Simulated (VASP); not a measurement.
# Mg: single point with PBE

Mg:

```
CELL_PARAMETERS angstrom
3.27224 0.00000 0.00000
-1.63612 2.83385 0.00000
0.00000 0.00000 5.31249
ATOMIC_POSITIONS crystal
Mg 0.66667 0.33333 0.75000
Mg 0.33333 0.66667 0.25000
```

```
Program             : VASP 6.6.1
Task                : single point
Functional          : PBE
Potentials or basis : VASP PAW PBE potentials, release 64 (Mg)
Cutoff              : 520 eV
k mesh              : 10 × 10 × 5
Occupations         : fermi-dirac, width 0.05 eV
Spin                : no spin polarisation
```

```json
{
 "Pressure": "-2.2 GPa",
 "Band gap on the k mesh": "zero (band 2 reaches 2.96 eV, above the bottom of band 3 at 1.03 eV)"
}
```

Stress tensor (GPa, compression positive):
```
-2.66  0.00  0.00
 0.00 -2.66  0.00
 0.00  0.00 -1.41
```

Levels at points of the mesh, in eV from the Fermi level:
```csv
k point,band 1,band 2,band 3,band 4,band 5,band 6
"(0.00, 0.00, 0.00)",-6.66,-1.59,-1.27,10.48,10.48,10.51
"(0.50, 0.00, 0.00)",-2.10,-2.05,2.53,2.97,3.06,3.47
```

Run time: 7.2 s on 1 thread of Intel(R) Xeon(R) Platinum 8375C CPU @ 2.90GHz (Ice Lake), on a shared host, peak memory 0.16 GiB.
